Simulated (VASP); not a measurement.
# Se (P3_121) in VASP: further runs

Se is run at these levels: LDA; tasks: single point, relaxation of cell and atoms.

Everything below comes from runs of VASP 6.6.1. Logs are shortened: lines on timing, memory, paths and dates and some standing lists are left out, and cuts for length are marked.

### Step 1. The cell of the first run

The structure is trigonal, space group P3_121 (No. 152). The conventional cell has a = 4.505 Å, b = 4.505 Å, c = 4.979 Å, α = 90.00°, β = 90.00°, γ = 120.00°. Se (site symmetry 2) has 2 Se at 2.38 Å within 3.1 Å.

### Step 2. Single point, LDA

INCAR reads:

```
ALGO = Normal
EDIFF = 1E-7
ENCUT = 520
GGA = CA
ISIF = 2
ISMEAR = 0
LASPH = True
LCHARG = False
LREAL = False
LWAVE = False
NBANDS = 16
NELM = 100
PREC = Accurate
SIGMA = 0.1
```

KPOINTS reads:

```
k-points
0
Gamma
  6 6 4
```

POSCAR reads:

```
Se
1.0
    4.5048207000      0.0000000000      0.0000000000
   -2.2524103500      3.9012891700      0.0000000000
    0.0000000000      0.0000000000      4.9787963200
Se
3
Direct
    0.2178929800      0.0000000000      0.3333333300
    0.0000000000      0.2178929800      0.6666666700
    0.7821070200      0.7821070200      0.0000000000
```

Potentials or basis: VASP PAW LDA potentials, release 64 (Se).

Command:

```bash
$ cat potpaw_LDA.64/Se/POTCAR > POTCAR
$ mpirun -np 1 vasp_std > vasp.out
```

OUTCAR:

```text
EDIFF = 1E-7
   ENCUT = 520
   GGA = CA
   ISIF = 2
   ISMEAR = 0
   LASPH = True
   LREAL = False
   NELM = 100
   PREC = Accurate

 ion  position               nearest neighbor table
   1  0.218  0.000  0.333-   3 2.38   2 2.38
   2  0.000  0.218  0.667-   3 2.38   1 2.38
   3  0.782  0.782  0.000-   1 2.38   2 2.38

  LATTYP: Found a hexagonal cell.
 ALAT       =     4.5048207000
 C/A-ratio  =     1.1052152020

  Lattice vectors:

 A1 = (   4.5048207000,   0.0000000000,   0.0000000000)
 A2 = (  -2.2524103500,   3.9012891700,   0.0000000000)
 A3 = (   0.0000000000,   0.0000000000,   4.9787963200)

Analysis of symmetry for initial positions (statically):
=====================================================================
 Subroutine PRICEL returns:
 Original cell was already a primitive cell.

 Routine SETGRP: Setting up the symmetry group for a
 hexagonal supercell.

 Subroutine GETGRP returns: Found  6 space group operations
 (whereof  2 operations were pure point group operations)
 out of a pool of 24 trial point group operations.

The static configuration has the point symmetry C_2 .
 The point group associated with its full space group is D_3 .

Analysis of symmetry for dynamics (positions and initial velocities):
=====================================================================
 Subroutine PRICEL returns:
 Original cell was already a primitive cell.

 Routine SETGRP: Setting up the symmetry group for a
 hexagonal supercell.

 Subroutine GETGRP returns: Found  6 space group operations
 (whereof  2 operations were pure point group operations)
 out of a pool of 24 trial point group operations.

The dynamic configuration has the point symmetry C_2 .
 The point group associated with its full space group is D_3 .

 Subroutine INISYM returns: Found  6 space group operations
 (whereof  2 operations are pure point group operations),
 and found     1 'primitive' translations

----------------------------------------------------------------------------------------

                                     Primitive cell

  volume of cell :      87.5004

  direct lattice vectors                    reciprocal lattice vectors
     4.504820700  0.000000000  0.000000000     0.221984418  0.128162763  0.000000000
    -2.252410350  3.901289170  0.000000000     0.000000000  0.256325526  0.000000000
     0.000000000  0.000000000  4.978796320     0.000000000  0.000000000  0.200851759

  length of vectors
     4.504820700  4.504820704  4.978796320     0.256325527  0.256325526  0.200851759

  position of ions in fractional coordinates (direct lattice)
     0.217892980  0.000000000  0.333333330
     1.000000000  0.217892980  0.666666670
     0.782107020  0.782107020  0.000000000

  ion indices of the primitive-cell ions
   primitive index   ion index
                 1           1
                 2           2
                 3           3

----------------------------------------------------------------------------------------

 KPOINTS: k-points

Automatic generation of k-mesh.
 Grid dimensions read from file:
 generate k-points for:    6    6    4

 Generating k-lattice:

  Cartesian coordinates                     Fractional coordinates (reciprocal lattice)
     0.036997403  0.021360461  0.000000000     0.166666667 -0.000000000  0.000000000
     0.000000000  0.042720921  0.000000000     0.000000000  0.166666667  0.000000000
     0.000000000  0.000000000  0.050212940     0.000000000  0.000000000  0.250000000

  Length of vectors
     0.042720921  0.042720921  0.050212940

  Shift w.r.t. Gamma in fractional coordinates (k-lattice)
     0.000000000  0.000000000  0.000000000

 Subroutine IBZKPT returns following result:
 ===========================================

 Found     24 irreducible k-points:

 Following reciprocal coordinates:
            Coordinates               Weight
  0.000000  0.000000  0.000000      1.000000
  0.166667  0.000000  0.000000      6.000000
  0.333333  0.000000  0.000000      6.000000
  0.500000  0.000000  0.000000      3.000000
  0.166667  0.166667  0.000000      6.000000
  0.333333  0.166667  0.000000     12.000000
[... 16 lines left out ...]
  0.333333  0.166667  0.500000     12.000000
  0.333333  0.333333  0.500000      2.000000
   k-points           NKPTS =     24   k-points in BZ     NKDIM =     24   number of bands    NBANDS=     16
   number of dos      NEDOS =    301   number of ions     NIONS =      3
   total plane-waves  NPLWV =  51840
   dimension x,y,z NGX =    36 NGY =   36 NGZ =   40
   dimension x,y,z NGXF=    72 NGYF=   72 NGZF=   80
   ions per type =               3
   NGX,Y,Z   is equivalent  to a cutoff of  13.29, 13.29, 13.36 a.u.
   NGXF,Y,Z  is equivalent  to a cutoff of  26.57, 26.57, 26.71 a.u.
 SYSTEM =  unknown system
   PREC   = accura    normal or accurate (medium, high low for compatibility)
   ISTART =      0    job   : 0-new  1-cont  2-samecut
   ICHARG =      2    charge: 1-file 2-atom 10-const
[... 31 lines left out ...]
   GGA     = CA    functional components
   LHFCALC =     F    Hartree Fock is set to
   AEXX    =    0.0000 exact exchange contribution
   IVDW    =     0    specifies the selected vdW correction
   LEPSILON=     F    determine dielectric tensor
   LRPA    =     F    only Hartree local field effects (RPA)
 non-spin polarized calculation
 Gauss-broadening in eV      SIGMA  =   0.10
  energy-cutoff  :      520.00
  volume of cell :       87.50
 maximum number of plane-waves:      2389
 NGX is ok and might be reduce to    36
   NGX = 17   NGY = 17   NGZ = 19

 number of electron      18.0000000 magnetization

 Free energy of the ion-electron system (eV)
  ---------------------------------------------------
  ext. energy  EPLUGINS =         0.00000000
  ---------------------------------------------------
  free energy    TOTEN  =       -12.23689479 eV

  energy without entropy =      -12.23689479  energy(sigma->0) =      -12.23689479

 E-fermi :   2.4683     XC(G=0):  -8.8722

 val. band max:        2.0148653207   @ k =   0.5000   0.0000   0.5000
 cond. band min:       3.0016965378   @ k =   0.3333   0.3333   0.5000
 fundamental gap:      0.9868312171
 Fermi energy:         2.4682770798

 k-point     1 :       0.0000    0.0000    0.0000
  band No.  band energies     occupation
      1     -13.6114      2.00000
      2      -9.6325      2.00000
      3      -9.6325      2.00000
      4      -1.8324      2.00000
      5      -1.8324      2.00000
      6      -1.5823      2.00000
[... 8 lines left out ...]
     15       8.4102      0.00000
     16      10.3478      0.00000

 k-point     2 :       0.1667    0.0000    0.0000
  band No.  band energies     occupation
      1     -13.5296      2.00000
      2      -9.7155      2.00000
      3      -9.6281      2.00000
      4      -2.3488      2.00000
      5      -2.0706      2.00000
      6      -1.4211      2.00000
[... 8 lines left out ...]
     15       9.0312      0.00000
     16      10.3393      0.00000

 k-point     3 :       0.3333    0.0000    0.0000
  band No.  band energies     occupation
      1     -13.3486      2.00000
      2      -9.9123      2.00000
      3      -9.6188      2.00000
      4      -2.7964      2.00000
      5      -2.3903      2.00000
      6      -1.3647      2.00000
[... 8 lines left out ...]
     15      10.2947      0.00000
     16      11.2331      0.00000

 k-point     4 :       0.5000    0.0000    0.0000
  band No.  band energies     occupation
      1     -13.2474      2.00000
      2     -10.0283      2.00000
      3      -9.6139      2.00000
      4      -2.9089      2.00000
      5      -2.5246      2.00000
      6      -1.2030      2.00000
[... 8 lines left out ...]
     15      11.2900      0.00000
     16      11.3937      0.00000
[... 324 lines left out ...]
 k-point    22 :       0.1667    0.1667    0.5000
  band No.  band energies     occupation
      1     -12.3450      2.00000
      2     -12.2961      2.00000
      3      -8.0415      2.00000
      4      -3.2597      2.00000
      5      -2.0603      2.00000
      6      -1.9754      2.00000
[... 8 lines left out ...]
     15       9.9515      0.00000
     16      10.2994      0.00000

 k-point    23 :       0.3333    0.1667    0.5000
  band No.  band energies     occupation
      1     -12.2486      2.00000
      2     -12.1752      2.00000
      3      -8.3377      2.00000
      4      -3.5390      2.00000
      5      -2.4442      2.00000
      6      -2.3322      2.00000
[... 8 lines left out ...]
     15      10.1223      0.00000
     16      10.9352      0.00000

 k-point    24 :       0.3333    0.3333    0.5000
  band No.  band energies     occupation
      1     -12.1749      2.00000
      2     -12.1749      2.00000
      3      -8.4228      2.00000
      4      -3.5365      2.00000
      5      -2.6484      2.00000
      6      -2.6484      2.00000
[... 8 lines left out ...]
     15      10.3964      0.00000
     16      10.3964      0.00000

------------------------ aborting loop because EDIFF is reached ----------------------------------------

  FORCE on cell =-STRESS in cart. coord.  units (eV):
  Direction    XX          YY          ZZ          XY          YZ          ZX
  --------------------------------------------------------------------------------------
  -------------------------------------------------------------------------------------
  Total       -1.2215839     -1.2215839     -0.8670900      0.0000000     -0.0000000     -0.0000000
  in kB      -22.3678303    -22.3678303    -15.8768657      0.0000000     -0.0000000     -0.0000000
  external PRESSURE =     -20.2041754 kB  Pullay stress =       0.0000000 kB

 VOLUME and BASIS-vectors are now :
 -----------------------------------------------------------------------------
  energy-cutoff  :      520.00
  volume of cell :       87.50
      direct lattice vectors                 reciprocal lattice vectors
     4.504820700  0.000000000  0.000000000     0.221984418  0.128162763  0.000000000
    -2.252410350  3.901289170  0.000000000     0.000000000  0.256325526  0.000000000
     0.000000000  0.000000000  4.978796320     0.000000000  0.000000000  0.200851759

 POSITION                                       TOTAL-FORCE (eV/Angst)
 -----------------------------------------------------------------------------------
      0.98157      0.00000      1.65960         0.125516      0.000000      0.000000
     -0.49078      0.85006      3.31920        -0.062758      0.108700     -0.000000
      1.76163      3.05123      0.00000        -0.062758     -0.108700      0.000000
 -----------------------------------------------------------------------------------
    total drift:                                0.000003     -0.000003      0.000000

  FREE ENERGIE OF THE ION-ELECTRON SYSTEM (eV)
  ---------------------------------------------------
  free  energy   TOTEN  =       -12.2368947877 eV

  energy  without entropy=      -12.2368947877  energy(sigma->0) =      -12.23689479
```

Run time: 30 s. Hardware: 1 thread of AMD EPYC 7R43 (Zen 3), shared host; peak memory 0.14 GiB.

Results:

```yaml
Free_energy: -12.2369 eV
Pressure: -2.0 GPa
Largest_force: 0.126 eV/Å
Band_gap_on_the_k_mesh: 0.99 eV (least direct gap 1.23 eV)
```

Forces on the atoms (eV/Å):
```
Se   0.126  0.000  0.000
Se  -0.063  0.109  0.000
Se  -0.063 -0.109  0.000
```

A k mesh can miss the band edges.

### Step 3. Single point, LDA

This run uses another cell than the first one, of 23.02 Å³/atom.

INCAR reads:

```
SYSTEM = Se
ALGO = Normal ; EDIFF = 1E-7
ENCUT = 520 ; GGA = CA
ISIF = 2 ; ISMEAR = 0
LASPH = .TRUE. ; LCHARG = .FALSE.
LREAL = .FALSE. ; LWAVE = .FALSE.
NBANDS = 16 ; NELM = 80
PREC = Accurate ; SIGMA = 0.02
```

KPOINTS reads:

```
k-points
0
G
  12 12 8
  0 0 0
```

POSCAR reads:

```
Se
1.0
    3.9469386692      0.0000000000      0.0000000000
   -1.9734693346      3.4181491547      0.0000000000
    0.0000000000      0.0000000000      5.1189848289
Se
3
Direct
    0.2553695464      0.0000000000      0.3333333333
    0.0000000000      0.2553695464      0.6666666667
    0.7446304536      0.7446304536      0.0000000000
```

Potentials or basis: VASP PAW LDA potentials, release 64 (Se).

Command:

```bash
$ cat potpaw_LDA.64/Se/POTCAR > POTCAR
$ mpirun -np 1 vasp_std > vasp.out
```

It took 2.4 min on 1 thread of AMD EPYC 7R43 (Zen 3), shared host; peak memory 0.2 GiB.

The run converged. Its results:

| Item | Value |
| --- | --- |
| Free energy | -12.4779 eV |
| Pressure | 0.2 GPa |
| Largest force | 0.037 eV/Å |
| Band gap on the k mesh | 0.28 eV |

Forces on the atoms (eV/Å):
```
Se   0.037  0.000  0.000
Se  -0.019  0.032  0.000
Se  -0.019 -0.032  0.000
```

Stress tensor (GPa, compression positive):
```
0.19 0.00 0.00
0.00 0.19 0.00
0.00 0.00 0.36
```

Levels at points of the mesh, in eV from the valence-band top:
| k point | band 6 | band 7 | band 8 | band 9 | band 10 | band 11 | band 12 | band 13 |
| --- | --- | --- | --- | --- | --- | --- | --- | --- |
| (0.00, 0.00, 0.00) | -3.44 | -1.99 | -1.99 | -0.71 | 1.31 | 1.31 | 1.98 | 6.17 |
| (0.50, 0.00, 0.00) | -4.13 | -4.02 | -1.47 | -1.02 | 1.22 | 1.41 | 3.90 | 4.35 |
| (0.00, 0.00, 0.50) | -3.19 | -1.53 | -1.35 | -1.35 | 0.73 | 0.73 | 0.73 | 5.24 |
| (0.50, 0.00, 0.50) | -4.43 | -2.76 | -2.28 | -0.19 | 1.09 | 2.37 | 2.99 | 5.72 |

A k mesh can miss the band edges.

### Step 4. Single point, LDA

This run uses another cell than the first one, of 23.02 Å³/atom.

INCAR reads:

```
SYSTEM = Se
  PREC = Accurate
  ENCUT = 520
  EDIFF = 1E-6
  ISMEAR = 0
  SIGMA = 0.01
  LREAL = .FALSE.
  LASPH = .TRUE.
  NELM = 80
  ALGO = Normal
  ISIF = 2
  LWAVE = .FALSE.
  LCHARG = .FALSE.
  NBANDS = 16
```

KPOINTS reads:

```
regular mesh
0
G
  15 15 10
  0 0 0
```

POSCAR is that of step 3.

Command:

```bash
$ cat potpaw_LDA.64/Se/POTCAR > POTCAR
$ mpirun -np 1 vasp_std > vasp.out
```

It took 3 min on 1 thread of AMD EPYC 7R43 (Zen 3), shared host; peak memory 0.27 GiB.

The run converged. Its results:

| Quantity | Value |
| --- | --- |
| Free energy | -12.4780 eV |
| Pressure | 0.2 GPa |
| Largest force | 0.038 eV/Å |
| Band gap on the k mesh | 0.28 eV |

Forces in eV/Å, atoms in the order of the input:
```
Se   0.038  0.000  0.000
Se  -0.019  0.033  0.000
Se  -0.019 -0.033  0.000
```

Stress tensor (GPa, compression positive):
```
0.19 0.00 0.00
0.00 0.19 0.00
0.00 0.00 0.37
```

Levels at points of the mesh, in eV from the valence-band top:
| k point | band 6 | band 7 | band 8 | band 9 | band 10 | band 11 | band 12 | band 13 |
| --- | --- | --- | --- | --- | --- | --- | --- | --- |
| (0.00, 0.00, 0.00) | -3.44 | -1.99 | -1.99 | -0.71 | 1.31 | 1.31 | 1.99 | 6.17 |
| (0.00, 0.00, 0.50) | -3.19 | -1.53 | -1.35 | -1.35 | 0.73 | 0.73 | 0.73 | 5.24 |

### Step 5. Relaxation of cell and atoms, LDA

INCAR reads:

```
PREC     = Accurate       # precision mode
ENCUT    = 600            # plane-wave cutoff, eV
EDIFF    = 1E-7           # SCF threshold, eV
ISMEAR   = 0              # smearing method
SIGMA    = 0.02           # smearing width, eV
LREAL    = False          # projectors in reciprocal space
LASPH    = True           # aspherical terms in the spheres
NELM     = 100            # most SCF steps
ALGO     = Normal         # electronic algorithm
ISIF     = 3              # what is computed and relaxed
LWAVE    = False          # write WAVECAR
LCHARG   = False          # write CHGCAR
GGA      = CA             # functional
IBRION   = 2              # ionic algorithm
NSW      = 100            # ionic steps
EDIFFG   = -0.002         # ionic threshold
```

KPOINTS reads:

```
Automatic mesh
0
Gamma
  12 12 8
```

POSCAR reads:

```
Se
1.0
    4.5048207000      0.0000000000      0.0000000000
   -2.2524103500      3.9012891700      0.0000000000
    0.0000000000      0.0000000000      4.9787963200
Se
3
Direct
    0.2178929800      0.0000000000      0.3333333300
    0.0000000000      0.2178929800      0.6666666700
    0.7821070200      0.7821070200      0.0000000000
```

Command:

```bash
$ cat potpaw_LDA.64/Se/POTCAR > POTCAR
$ mpirun -np 1 vasp_std > vasp.out
```

Run time: 36 min. Hardware: 1 thread of AMD EPYC 7R43 (Zen 3), shared host; peak memory 0.26 GiB.

It converged, with:

- Free energy: -12.4790 eV
- Relaxed volume: 23.03 Å³/atom
- Relaxed cell: a = 3.944 Å, b = 3.944 Å, c = 5.129 Å, α = 90.00°, β = 90.00°, γ = 120.00°
- Space group after relaxing (to 0.1 Å): P3_121 (No. 152)
- Energy gained by relaxing: 80.0 meV/atom
- Ionic steps: 23
- Pressure after relaxing: 0.0 GPa
- Band gap on the k mesh: 0.26 eV

The path:
```tsv
step	energy change (eV)	largest force (eV/Å)	pressure (GPa)	volume (Å³)
1	0.0000	0.1218	-2.03	87.50
2	-0.0350	0.6095	0.33	82.91
3	-0.0353	0.6569	0.58	82.49
4	-0.0619	0.6167	0.62	80.96
5	-0.1295	0.5328	1.10	76.45
6	-0.1729	0.4723	4.26	67.83
7	-0.2137	0.1627	2.44	67.86
8	-0.2256	0.2150	-0.13	67.86
9	-0.2286	0.1269	0.52	67.87
10	-0.2287	0.1126	0.62	67.87
11	-0.2317	0.1061	0.41	68.17
12	-0.2374	0.0853	-0.19	69.10
13	-0.2337	0.0374	-1.21	70.98
14	-0.2383	0.0706	-0.53	69.68
15	-0.2396	0.0076	-0.04	69.43
16	-0.2396	0.0110	-0.02	69.42
17	-0.2397	0.0098	-0.03	69.40
18	-0.2398	0.0063	-0.08	69.33
19	-0.2398	0.0048	-0.10	69.30
20	-0.2399	0.0159	0.05	69.12
21	-0.2399	0.0131	0.02	69.17
22	-0.2399	0.0084	0.01	69.14
23	-0.2399	0.0001	0.00	69.08
```

Final structure:
```
Se
1.0
     3.94372    0.00000    0.00000
    -1.97186    3.41537    0.00000
     0.00000    0.00000    5.12851
Se
3
Cartesian
  1.0108 0.0000 1.7095
  -0.5054 0.8754 3.4190
  1.4665 2.5400 0.0000
```

Levels at points of the mesh, in eV from the valence-band top:
```csv
k point,band 5,band 6,band 7,band 8,band 9,band 10,band 11,band 12,band 13
"(0.00, 0.00, 0.00)",-3.42,-3.42,-1.98,-1.98,-0.72,1.30,1.30,1.98,6.17
"(0.50, 0.00, 0.00)",-5.28,-4.13,-4.03,-1.45,-1.01,1.20,1.38,3.88,4.33
"(0.00, 0.00, 0.50)",-3.18,-3.18,-1.52,-1.33,-1.33,0.71,0.71,0.72,5.23
"(0.50, 0.00, 0.50)",-4.50,-4.41,-2.77,-2.29,-0.20,1.07,2.36,2.99,5.72
```

Caveat: the volume moved by over 15 % at a fixed basis, so the end points are rough.

### Step 6. The runs side by side

| task | cell | k mesh | cutoff (eV) | smearing | gap on the mesh (eV) | pressure (GPa) | largest force (eV/Å) |
| --- | --- | --- | --- | --- | --- | --- | --- |
| single point | a = 4.505, b = 4.505, c = 4.979 Å, angles 90.0, 90.0, 120.0°, 3 atoms, atomic positions A | 6 × 6 × 4 | 520 | gaussian 0.1 eV | 0.99 | -2.0 | 0.13 |
| single point | a = 3.947, b = 3.947, c = 5.119 Å, angles 90.0, 90.0, 120.0°, 3 atoms, atomic positions B | 12 × 12 × 8 | 520 | gaussian 0.02 eV | 0.28 | 0.2 | 0.04 |
| single point | a = 3.947, b = 3.947, c = 5.119 Å, angles 90.0, 90.0, 120.0°, 3 atoms, atomic positions B | 15 × 15 × 10 | 520 | gaussian 0.01 eV | 0.28 | 0.2 | 0.04 |
| relaxation of cell and atoms | relaxed from a = 4.505, b = 4.505, c = 4.979 Å, angles 90.0, 90.0, 120.0°, 3 atoms, atomic positions A | 12 × 12 × 8 | 600 | gaussian 0.02 eV | 0.26 | 0.0 | - |

Alike in all rows: level LDA; potentials or basis VASP PAW LDA potentials, release 64 (Se); no spin polarisation.

Caveats: the volume moved by over 15 % at a fixed basis, so the end points are rough (at least some runs).

Total energies depend on the potentials used, so only differences within one code and one set of settings carry meaning.
